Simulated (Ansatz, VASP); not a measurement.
**PbS in VASP and in Ansatz**

The input POSCAR:

```
PbS
1.0
    3.9405462456      0.0000000000      0.0000000000
    0.0000000000      0.0000000000     -4.0536648032
   -1.9702731228      5.6753652198      0.0000000000
Pb S
2 2
Direct
    0.1305633500      0.2500000000      0.2611267000
    0.8694366500      0.7500000000      0.7388733000
    0.3547970900      0.2500000000      0.7095941800
    0.6452029100      0.7500000000      0.2904058200
```

File INCAR.step1:

```
PREC = Accurate
ENCUT = 550
ISMEAR = 0
SIGMA = 0.05
LREAL = False
LASPH = True
NELM = 120
NBANDS = 28
GGA = PE
ALGO = Normal
EDIFF = 1E-5
LWAVE = True
LCHARG = False
GGA_COMPAT = False
```

Contents of INCAR.step2:

```
PREC = Accurate
ENCUT = 550
EDIFF = 1E-6
ISMEAR = 0
SIGMA = 0.05
LREAL = False
LASPH = True
NELM = 120
ALGO = Normal
ISIF = 2
LWAVE = False
LCHARG = False
METAGGA = R2SCAN
LMIXTAU = True
NBANDS = 28
ISTART = 1
GGA_COMPAT = False
```

KPOINTS

```
regular mesh
0
Gamma
  8 8 8
```

Input for Ansatz:

```yaml
crystal:
  lattice:
    - [3.9405462456, 0.0, 0.0]
    - [0.0, 0.0, -4.0536648032]
    - [-1.9702731228, 5.6753652198, 0.0]
  atoms:
    - { symbol: Pb, position: [0.13056335, 0.25, 0.2611267] }
    - { symbol: Pb, position: [0.86943665, 0.75, 0.7388733] }
    - { symbol: S, position: [0.35479709, 0.25, 0.70959418] }
    - { symbol: S, position: [0.64520291, 0.75, 0.29040582] }
basis:
  ecutwfc: 500
  fft_grid_basis: typed
kpoints:
  mp_grid: { grid: [8, 8, 8] }
hamiltonian:
  xc: r2scan
  pseudopotentials: { kind: paw }
scf:
  occupations: { method: gaussian, width: 0.05 }
output:
  forces: true
  stress: true
  eigenvalues: true
  bader: true
  write_density: true
  volumetric_format: npy
  elf: true
```

Alike in both runs: task single point; functional r2SCAN; k mesh 8 × 8 × 8; occupations gaussian, width 0.05 eV; no spin polarisation.

|  | VASP | Ansatz |
| --- | --- | --- |
| version | VASP 6.6.1 | Ansatz 0.2.0 |
| potentials or method | VASP PAW PBE potentials, release 64 (Pb_d, S), cutoff 550 eV | scalar-relativistic, plane waves, PAW |
| valence electrons in the cell | 40 | 40 |

|  | VASP | Ansatz | Ansatz less VASP |
| --- | --- | --- | --- |
| gap on the k mesh at the Fermi level (eV) | 1.00 | 1.01 | +0.006 |
| pressure (GPa) | 12.9 | 12.9 | -0.05 |
| traceless stress, the component that is largest in VASP (GPa) | -0.48 | -0.44 | +0.046 |
| rms of the force components (eV/Å) | 0.589 | 0.587 | -0.0024 |

VASP's potentials were made for PBE, not for r2SCAN. Atom by atom the forces differ by 0.004 eV/Å (rms over components).

Spin-orbit coupling is off throughout.
